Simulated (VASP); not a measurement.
# CaF (Cmmm) in VASP: a series of runs, part 2 of 2

VASP 6.6.1. The steps go on from the part before.

## Step 3: Single point, PBE, collinear spin, ferromagnetic start

This run uses another cell than the first one, of 23.15 Å³/atom, 1.201 times its volume.

Contents of INCAR:

```
SYSTEM = CaF
PREC = Accurate ; ENCUT = 600
EDIFF = 1E-6 ; ISMEAR = 0
SIGMA = 0.1 ; LREAL = .False.
LASPH = .True. ; NELM = 200
ALGO = Normal ; ISIF = 2
LWAVE = .False. ; LCHARG = .False.
ISPIN = 2 ; MAGMOM = 0 1
LORBIT = 11 ; GGA = PE
NBANDS = 20 ; GGA_COMPAT = .False.
```

Contents of KPOINTS:

```
regular mesh
0
Gamma
  6 6 6
  0 0 0
```

Contents of POSCAR:

```
CaF
1.0
    1.6502480983     -4.0568428821      0.0000000000
    1.6502480983      4.0568428821      0.0000000000
    0.0000000000      0.0000000000      3.4577584592
Ca F
1 1
Direct
    0.0000000000      0.0000000000      0.5000000000
    0.5000000000      0.5000000000      0.0000000000
```

Potentials or basis: VASP PAW PBE potentials, release 64 (Ca_sv, F).

On the command line:

```sh
> cat potpaw_PBE.64/Ca_sv/POTCAR potpaw_PBE.64/F/POTCAR > POTCAR
> mpirun -np 1 vasp_std > vasp.out
```

OUTCAR:

```text
SYSTEM = CaF
   PREC = Accurate
   ENCUT = 600
   EDIFF = 1E-6
   ISMEAR = 0
   LREAL = .False.
   LASPH = .True.
   NELM = 200
   ISIF = 2
   ISPIN = 2
   LORBIT = 11
   GGA = PE

 ion  position               nearest neighbor table
   1  0.000  0.000  0.500-   2 2.39   2 2.39   2 2.39   2 2.39
   2  0.500  0.500  0.000-   1 2.39   1 2.39   1 2.39   1 2.39

  LATTYP: Found a base centered orthorhombic cell.
 ALAT       =     3.3004961966
 B/A-ratio  =     2.4583230160
 C/A-ratio  =     1.0476480666

  Lattice vectors:

 A1 = (   1.6502480983,  -4.0568428821,   0.0000000000)
 A2 = (   1.6502480983,   4.0568428821,   0.0000000000)
[... 1321 lines left out ...]
 VOLUME and BASIS-vectors are now :
 -----------------------------------------------------------------------------
  energy-cutoff  :      600.00
  volume of cell :       46.30
      direct lattice vectors                 reciprocal lattice vectors
     1.650248098 -4.056842882  0.000000000     0.302984745 -0.123248549  0.000000000
     1.650248098  4.056842882  0.000000000     0.302984745  0.123248549  0.000000000
     0.000000000  0.000000000  3.457758459     0.000000000  0.000000000  0.289204701

 POSITION                                       TOTAL-FORCE (eV/Angst)
 -----------------------------------------------------------------------------------
      0.00000      0.00000      1.72888         0.000000      0.000000      0.000000
      1.65025      0.00000      0.00000        -0.000000     -0.000000      0.000000
 -----------------------------------------------------------------------------------
    total drift:                                0.000000      0.000000      0.000000

  FREE ENERGIE OF THE ION-ELECTRON SYSTEM (eV)
  ---------------------------------------------------
  free  energy   TOTEN  =        -8.8061742746 eV

  energy  without entropy=       -8.7986679449  energy(sigma->0) =       -8.80242111

 total charge

# of ion       s       p       d       tot
------------------------------------------
    1        2.052   5.842   0.207   8.101
    2        1.736   4.357   0.000   6.092
--------------------------------------------------
tot          3.788  10.199   0.207  14.194

 magnetization (x)

# of ion       s       p       d       tot
------------------------------------------
    1       -0.002  -0.002  -0.010  -0.013
    2       -0.000  -0.006   0.000  -0.007
--------------------------------------------------
tot         -0.002  -0.009  -0.010  -0.020
```

It took 54 s on 1 thread of Intel Xeon 6975P-C (Granite Rapids), shared host; peak memory 0.26 GiB.

Results:

| Property | Result |
| --- | --- |
| Free energy | -8.8062 eV |
| Pressure | 0.0 GPa |
| Net moment | -0.08 μB per cell |
| Valence electrons inside the program's atomic spheres | Ca 8.10; F 6.09 |

Stress tensor (GPa, compression positive):
```
 0.15  0.00  0.00
 0.00  0.02  0.00
 0.00  0.00 -0.14
```

## Step 4: Single point, PBE

This run uses another cell than the first one, of 23.15 Å³/atom, 1.201 times its volume.

Contents of INCAR:

```
SYSTEM = CaF
PREC     = Accurate       ! precision mode
ENCUT    = 600            ! plane-wave cutoff, eV
EDIFF    = 1E-6           ! SCF threshold, eV
ISMEAR   = 0              ! smearing method
SIGMA    = 0.1            ! smearing width, eV
LREAL    = .False.        ! projectors in reciprocal space
LASPH    = .True.         ! aspherical terms in the spheres
NELM     = 120            ! most SCF steps
ALGO     = Normal         ! electronic algorithm
ISIF     = 2              ! what is computed and relaxed
LWAVE    = .False.        ! write WAVECAR
LCHARG   = .True.         ! write CHGCAR
GGA      = PE             ! functional
LELF     = .True.         ! ELF
LVHAR    = .True.       
NBANDS   = 16             ! bands
GGA_COMPAT= .False.
```

Contents of KPOINTS:

```
regular mesh
0
Gamma
  18 18 16
  0 0 0
```

Contents of POSCAR:

```
CaF
1.0
    1.6556142341     -4.0577111166      0.0000000000
    1.6556142341      4.0577111166      0.0000000000
    0.0000000000      0.0000000000      3.4463589892
Ca F
1 1
Direct
    0.0000000000      0.0000000000      0.5000000000
    0.5000000000      0.5000000000      0.0000000000
```

On the command line:

```sh
> cat potpaw_PBE.64/Ca_sv/POTCAR potpaw_PBE.64/F/POTCAR > POTCAR
> mpirun -np 1 vasp_std > vasp.out
```

Wall time 4.5 min (1 thread of Intel Xeon 6975P-C (Granite Rapids), shared host); peak memory 0.78 GiB.

It converged, with:

```yaml
Free_energy: -8.8059 eV
Pressure: 0.0 GPa
```

Stress tensor (GPa, compression positive):
```
 0.16  0.00  0.00
 0.00 -0.16  0.00
 0.00  0.00  0.14
```

Levels at points of the mesh, in eV from the Fermi level:
```tsv
k point	band 4	band 5	band 6	band 7	band 8	band 9	band 10	band 11	band 12	band 13
(0.00, 0.00, 0.00)	-23.89	-23.87	-7.64	-7.54	-7.31	-2.62	0.01	1.87	2.77	3.03
(0.50, 0.00, 0.00)	-23.83	-23.56	-8.70	-8.26	-7.46	0.24	1.63	2.33	2.75	3.12
(0.50, 0.50, 0.00)	-23.90	-23.88	-7.63	-7.61	-7.55	-0.11	-0.03	1.36	2.56	2.94
(0.00, 0.00, 0.50)	-23.82	-23.45	-8.71	-8.07	-7.36	-0.49	1.61	2.08	2.22	3.05
(0.50, 0.00, 0.50)	-24.13	-23.84	-7.94	-7.89	-7.22	0.43	1.07	2.65	2.74	4.30
(0.50, 0.50, 0.50)	-23.83	-23.45	-8.66	-8.09	-7.61	0.86	1.31	1.83	3.21	3.39
```

Caveat: an odd number of electrons without spin polarisation forces a metal; a magnetic or distorted state may lie lower.

## Step 5: Summary

| spin | cell | k mesh | gap on the mesh (eV) | pressure (GPa) | moment (μB) |
| --- | --- | --- | --- | --- | --- |
| collinear, ferromagnetic start | a = 3.234, b = 3.234, c = 3.874 Å, angles 90.0, 90.0, 107.9°, 2 atoms | 6 × 6 × 4 | none | 0.0 | 0.00 |
| collinear, ferromagnetic start | a = 4.380, b = 4.380, c = 3.458 Å, angles 90.0, 90.0, 135.7°, 2 atoms | 6 × 6 × 6 | none | 0.0 | 0.08 |
| off | a = 4.382, b = 4.382, c = 3.446 Å, angles 90.0, 90.0, 135.6°, 2 atoms | 18 × 18 × 16 | none | 0.0 | - |

Alike in all rows: task single point; level PBE; potentials or basis VASP PAW PBE potentials, release 64 (Ca_sv, F); cutoff (eV) 600; smearing gaussian 0.1 eV.

Caveats: some runs use coarse meshes; an odd number of electrons without spin polarisation forces a metal (some runs); a magnetic or distorted state may lie lower (some runs).

Total energies depend on the potentials used, so only differences within one code and one set of settings carry meaning.
